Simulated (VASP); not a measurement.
# Te2Mo in VASP: notebook

Runs on Te2Mo. Level: PBE+D3(BJ). Tasks: single point.

All numbers are computed with VASP 6.6.1; they aren't measurements. Logs are shortened: lines on timing, memory, paths and dates and some standing lists are left out, and cuts for length are marked.

## (1) The cell of the first run

The cell holds a slab with vacuum, 3 atoms: a = 3.410 Å, b = 3.410 Å, c = 33.270 Å, α = 90.00°, β = 90.00°, γ = 120.00°.

## (2) Single point, PBE+D3(BJ)

The input, INCAR:

```
SYSTEM = Te2Mo
PREC = Accurate ; ENCUT = 520
EDIFF = 1E-6 ; ISMEAR = 0
SIGMA = 0.02 ; LREAL = .FALSE.
LASPH = .TRUE. ; NELM = 60
ALGO = Normal ; ISIF = 2
LWAVE = .FALSE. ; LCHARG = .FALSE.
LDIPOL = .TRUE. ; IDIPOL = 3
DIPOL = 0.5 0.5 0.500 ; GGA = PE
IVDW = 12 ; NBANDS = 20
```

The input, KPOINTS:

```
Automatic mesh
0
G
  9 9 1
  0 0 0
```

The input, POSCAR:

```
Te2Mo
1.0
    3.4100000000      0.0000000000      0.0000000000
   -1.7050000000      2.9531466269      0.0000000000
    0.0000000000      0.0000000000     33.2698832047
Te Mo
2 1
Direct
    0.3333333333      0.6666666667      0.4453860421
    0.3333333333      0.6666666667      0.5546139579
    0.6666666667      0.3333333333      0.5000000000
```

Potentials or basis: VASP PAW PBE potentials, release 64 (Te, Mo_sv).

On the command line:

```bash
$ cat potpaw_PBE.64/Te/POTCAR potpaw_PBE.64/Mo_sv/POTCAR > POTCAR
$ mpirun -np 1 vasp_std > vasp.out
```

OUTCAR:

```text
SYSTEM = Te2Mo
   PREC = Accurate
   ENCUT = 520
   EDIFF = 1E-6
   ISMEAR = 0
   LREAL = .FALSE.
   LASPH = .TRUE.
   NELM = 60
   ISIF = 2
   GGA = PE
   IVDW = 12
 IVDW          = 12

 ion  position               nearest neighbor table
   1  0.333  0.667  0.445-   3 2.68   3 2.68   3 2.68   2 3.63
   2  0.333  0.667  0.555-   3 2.68   3 2.68   3 2.68   1 3.63
   3  0.667  0.333  0.500-   1 2.68   2 2.68   1 2.68   2 2.68   1 2.68   2 2.68

  LATTYP: Found a hexagonal cell.
 ALAT       =     3.4100000000
 C/A-ratio  =     9.7565639896

  Lattice vectors:

 A1 = (   3.4100000000,   0.0000000000,   0.0000000000)
 A2 = (  -1.7050000000,   2.9531466269,   0.0000000000)
 A3 = (   0.0000000000,   0.0000000000,  33.2698832047)

Analysis of symmetry for initial positions (statically):
=====================================================================
 Subroutine PRICEL returns:
 Original cell was already a primitive cell.

 Routine SETGRP: Setting up the symmetry group for a
 hexagonal supercell.

 Subroutine GETGRP returns: Found 12 space group operations
 (whereof 12 operations were pure point group operations)
 out of a pool of 24 trial point group operations.

The static configuration has the point symmetry D_3h.

Analysis of symmetry for dynamics (positions and initial velocities):
=====================================================================
 Subroutine PRICEL returns:
 Original cell was already a primitive cell.

 Routine SETGRP: Setting up the symmetry group for a
 hexagonal supercell.

 Subroutine GETGRP returns: Found 12 space group operations
 (whereof 12 operations were pure point group operations)
 out of a pool of 24 trial point group operations.

The dynamic configuration has the point symmetry D_3h.

 Subroutine INISYM returns: Found 12 space group operations
 (whereof 12 operations are pure point group operations),
 and found     1 'primitive' translations

----------------------------------------------------------------------------------------

                                     Primitive cell

  volume of cell :     335.0354

  direct lattice vectors                    reciprocal lattice vectors
     3.410000000  0.000000000  0.000000000     0.293255132  0.169310929  0.000000000
    -1.705000000  2.953146627  0.000000000     0.000000000  0.338621859  0.000000000
     0.000000000  0.000000000 33.269883205     0.000000000  0.000000000  0.030057214

  length of vectors
     3.410000000  3.410000000 33.269883205     0.338621859  0.338621859  0.030057214

  position of ions in fractional coordinates (direct lattice)
     0.333333333  0.666666667  0.445386042
     0.333333333  0.666666667  0.554613958
     0.666666667  0.333333333  0.500000000

  ion indices of the primitive-cell ions
   primitive index   ion index
                 1           1
                 2           2
                 3           3

----------------------------------------------------------------------------------------

 KPOINTS: Automatic mesh

Automatic generation of k-mesh.
 Grid dimensions read from file:
 generate k-points for:    9    9    1

 Generating k-lattice:

  Cartesian coordinates                     Fractional coordinates (reciprocal lattice)
     0.032583904  0.018812325  0.000000000     0.111111111  0.000000000  0.000000000
     0.000000000  0.037624651  0.000000000     0.000000000  0.111111111  0.000000000
     0.000000000  0.000000000  0.030057214     0.000000000  0.000000000  1.000000000

  Length of vectors
     0.037624651  0.037624651  0.030057214

  Shift w.r.t. Gamma in fractional coordinates (k-lattice)
     0.000000000  0.000000000  0.000000000

 Subroutine IBZKPT returns following result:
 ===========================================

 Found     12 irreducible k-points:

 Following reciprocal coordinates:
            Coordinates               Weight
  0.000000  0.000000  0.000000      1.000000
  0.111111  0.000000  0.000000      6.000000
  0.222222  0.000000  0.000000      6.000000
  0.333333 -0.000000  0.000000      6.000000
  0.444444  0.000000  0.000000      6.000000
  0.111111  0.111111  0.000000      6.000000
  0.222222  0.111111  0.000000     12.000000
  0.333333  0.111111  0.000000     12.000000
  0.444444  0.111111  0.000000      6.000000
  0.222222  0.222222  0.000000      6.000000
  0.333333  0.222222  0.000000     12.000000
  0.333333  0.333333  0.000000      2.000000
   k-points           NKPTS =     12   k-points in BZ     NKDIM =     12   number of bands    NBANDS=     20
   number of dos      NEDOS =    301   number of ions     NIONS =      3
   total plane-waves  NPLWV = 196000
   dimension x,y,z NGX =    28 NGY =   28 NGZ =  250
   dimension x,y,z NGXF=    56 NGYF=   56 NGZF=  500
   ions per type =               2   1
   NGX,Y,Z   is equivalent  to a cutoff of  13.65, 13.65, 12.49 a.u.
   NGXF,Y,Z  is equivalent  to a cutoff of  27.30, 27.30, 24.98 a.u.
 SYSTEM =  Te2Mo
   PREC   = accura    normal or accurate (medium, high low for compatibility)
   ISTART =      0    job   : 0-new  1-cont  2-samecut
   ICHARG =      2    charge: 1-file 2-atom 10-const
   ISPIN  =      1    spin polarized calculation?
   LNONCOLLINEAR =      F non collinear calculations
   LSORBIT =      F    spin-orbit coupling
   LASPH  =      T    aspherical Exc in radial PAW
   ENCUT  =  520.0 eV  38.22 Ry    6.18 a.u.   6.34  6.34 61.86*2*pi/ulx,y,z
   NELM   =     60;   NELMIN=  2; NELMDL= -5     # of ELM steps
   EDIFF  = 0.1E-05   stopping-criterion for ELM
   LREAL  =      F    real-space projection
   EDIFFG = 0.1E-04   stopping-criterion for IOM
   NSW    =      0    number of steps for IOM
   IBRION =     -1    ionic relax: 0-MD 1-quasi-New 2-CG
   NFREE  =      0    steps in history (QN), initial steepest desc. (CG)
   ISIF   =      2    stress and relaxation
   ISYM   =      2    0-nonsym 1-usesym 2-fastsym
   POTIM  = 0.5000    time-step for ionic-motion
   TEBEG  =    0.0;   TEEND  =   0.0 temperature during run
   PSTRESS=    0.0 pullay stress
   NELECT =      26.0000    total number of electrons
   NUPDOWN=      -1.0000    fix difference up-down
   EMIN   =  10.00;   EMAX   =-10.00  energy-range for DOS
   EFERMI =   0.00;   METHOD = LEGACY
   ISMEAR =     0;   SIGMA  =   0.02  broadening in eV -4-tet -1-fermi 0-gaus
   EFERMI_NEDOS =   21; number of points for ismear=-14 and -15
   IALGO  =     38    algorithm
   IMIX   =      4    mixing-type and parameters
     AMIX     =   0.40;   BMIX     =  1.00
     AMIX_MAG =   1.60;   BMIX_MAG =  1.00
  volume/ion in A,a.u.               =     111.68       753.64
  Fermi-wavevector in a.u.,A,eV,Ry     =   0.698290  1.319576  6.634319  0.487609
  Thomas-Fermi vector in A             =   1.781853
   LORBIT       =      0    0 simple, 1 ext, 2 COOP (PROOUT), +10 PAW based schemes
   GGA     = PE    functional components
   LHFCALC =     F    Hartree Fock is set to
   AEXX    =    0.0000 exact exchange contribution
   IVDW    =    12    specifies the selected vdW correction
   LEPSILON=     F    determine dielectric tensor
   LRPA    =     F    only Hartree local field effects (RPA)
 non-spin polarized calculation
 Gauss-broadening in eV      SIGMA  =   0.02
  energy-cutoff  :      520.00
  volume of cell :      335.04
 maximum number of plane-waves:      9053
 NGX is ok and might be reduce to    28
   NGX = 13   NGY = 13   NGZ =123

 dipolmoment           0.000000      0.000000      0.000000 electrons x Angstroem

 number of electron      26.0000001 magnetization

 dipolmoment           0.000000      0.000000     -0.000000 electrons x Angstroem

 Free energy of the ion-electron system (eV)
  ---------------------------------------------------
  ext. energy  EPLUGINS =         0.00000000
  ---------------------------------------------------
  free energy    TOTEN  =       -17.86625886 eV

  energy without entropy =      -17.86625886  energy(sigma->0) =      -17.86625886

 E-fermi :  -1.8275     XC(G=0):  -2.6294

 val. band max:       -1.9394199499   @ k =   0.3333   0.3333   0.0000
 cond. band min:      -0.6267729979   @ k =   0.2222   0.1111   0.0000
 fundamental gap:      1.3126469519
 Fermi energy:        -1.8274711430

 k-point     1 :       0.0000    0.0000    0.0000
  band No.  band energies     occupation
      1     -62.4860      2.00000
      2     -36.7280      2.00000
      3     -36.5051      2.00000
      4     -36.5051      2.00000
      5     -14.9997      2.00000
      6     -14.0406      2.00000
[... 12 lines left out ...]
     19       2.4081      0.00000
     20       2.8801      0.00000

 k-point     2 :       0.1111    0.0000    0.0000
  band No.  band energies     occupation
      1     -62.4842      2.00000
      2     -36.7232      2.00000
      3     -36.5269      2.00000
      4     -36.5102      2.00000
      5     -14.8043      2.00000
      6     -13.9020      2.00000
[... 12 lines left out ...]
     19       2.6346      0.00000
     20       3.0947      0.00000

 k-point     3 :       0.2222    0.0000    0.0000
  band No.  band energies     occupation
      1     -62.4797      2.00000
      2     -36.7109      2.00000
      3     -36.5816      2.00000
      4     -36.5228      2.00000
      5     -14.2470      2.00000
      6     -13.5081      2.00000
[... 12 lines left out ...]
     19       3.2776      0.00000
     20       3.7271      0.00000

 k-point     4 :       0.3333   -0.0000    0.0000
  band No.  band energies     occupation
      1     -62.4745      2.00000
      2     -36.6969      2.00000
      3     -36.6431      2.00000
      4     -36.5372      2.00000
      5     -13.4402      2.00000
      6     -12.9486      2.00000
[... 153 lines left out ...]
 k-point    11 :       0.3333    0.2222    0.0000
  band No.  band energies     occupation
      1     -62.4697      2.00000
      2     -36.6837      2.00000
      3     -36.6611      2.00000
      4     -36.5905      2.00000
      5     -12.4180      2.00000
      6     -12.2499      2.00000
[... 12 lines left out ...]
     19       4.5957      0.00000
     20       5.1195      0.00000

 k-point    12 :       0.3333    0.3333    0.0000
  band No.  band energies     occupation
      1     -62.4688      2.00000
      2     -36.6813      2.00000
      3     -36.6434      2.00000
      4     -36.6215      2.00000
      5     -12.1970      2.00000
      6     -12.0937      2.00000
[... 12 lines left out ...]
     19       3.4005      0.00000
     20       5.3973      0.00000

------------------------ aborting loop because EDIFF is reached ----------------------------------------

 vacuum level on the upper side and lower side of the slab       (xc-potential included)        -0.157        -0.157

 Edisp (eV)   -1.26966

 E8    (eV) :    -0.6175

  FORCE on cell =-STRESS in cart. coord.  units (eV):
  Direction    XX          YY          ZZ          XY          YZ          ZX
  --------------------------------------------------------------------------------------
  -------------------------------------------------------------------------------------
  Total       2.78496     2.78496     1.98841     0.00000     0.00000     0.00000
  in kB      13.31800    13.31800     9.50880     0.00000     0.00000     0.00000
  external pressure =       12.05 kB  Pullay stress =        0.00 kB

 VOLUME and BASIS-vectors are now :
 -----------------------------------------------------------------------------
  energy-cutoff  :      520.00
  volume of cell :      335.04
      direct lattice vectors                 reciprocal lattice vectors
     3.410000000  0.000000000  0.000000000     0.293255132  0.169310929  0.000000000
    -1.705000000  2.953146627  0.000000000     0.000000000  0.338621859  0.000000000
     0.000000000  0.000000000 33.269883205     0.000000000  0.000000000  0.030057214

 POSITION                                       TOTAL-FORCE (eV/Angst)
 -----------------------------------------------------------------------------------
     -0.00000      1.96876     14.81794         0.000000     -0.000000     -0.550474
     -0.00000      1.96876     18.45194         0.000000      0.000000      0.550474
      1.70500      0.98438     16.63494        -0.000000     -0.000000      0.000000
 -----------------------------------------------------------------------------------
    total drift:                               -0.000000      0.000000     -0.000000

  FREE ENERGIE OF THE ION-ELECTRON SYSTEM (eV)
  ---------------------------------------------------
  free  energy   TOTEN  =       -19.1359221561 eV

  energy  without entropy=      -19.1359221561  energy(sigma->0) =      -19.13592216

 vacuum level on the upper side and lower side of the slab         2.740         2.740
```

Run time: 1.7 min. Hardware: 1 thread of Intel Xeon 6975P-C (Granite Rapids), shared host; peak memory 0.47 GiB.

Results:

```yaml
Free_energy: -19.1359 eV
Largest_force: 0.550 eV/Å
Band_gap_on_the_k_mesh: 1.31 eV, indirect (least direct gap 1.40 eV)
Dispersion_energy_per_atom: -0.423 eV
```

Forces on the atoms (eV/Å):
```
Te   0.000  0.000 -0.550
Te   0.000  0.000  0.550
Mo   0.000  0.000  0.000
```

Caveat: spin-orbit coupling is left out, which moves the levels of the heavy elements.

(Part 1 of 2 ends here.)
